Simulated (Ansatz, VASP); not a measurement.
**Two plane-wave programs on In2SbAs**

```
CELL_PARAMETERS angstrom
4.49364 0.00000 0.00000
0.00000 4.49364 0.00000
0.00000 0.00000 6.34045
ATOMIC_POSITIONS crystal
As 0.00000 0.00000 0.00000
In 0.00000 0.50000 0.76653
In 0.50000 0.00000 0.23347
Sb 0.50000 0.50000 0.50000
```

Alike in both runs: task single point; functional PBE; k mesh 6 × 6 × 4; occupations fermi-dirac, width 0.02 eV; no spin polarisation.

```csv
,VASP,Ansatz
version,VASP 6.6.1,Ansatz 0.2.0
potentials or method,"VASP PAW PBE potentials, release 64 (As, In_d, Sb)","plane waves, PAW"
plane-wave cutoff (eV),520,420
valence electrons in the cell,36,56
```

|  | VASP | Ansatz | Ansatz less VASP |
| --- | --- | --- | --- |
| pressure (GPa) | 1.4 | 1.4 | -0.01 |
| rms of the force components (eV/Å) | 0.005 | 0.008 | +0.0032 |

VASP's potentials hold 36 valence electrons a cell and Ansatz's 56, so a difference there can come from the potentials and not from the codes.

Spin-orbit coupling is off throughout.
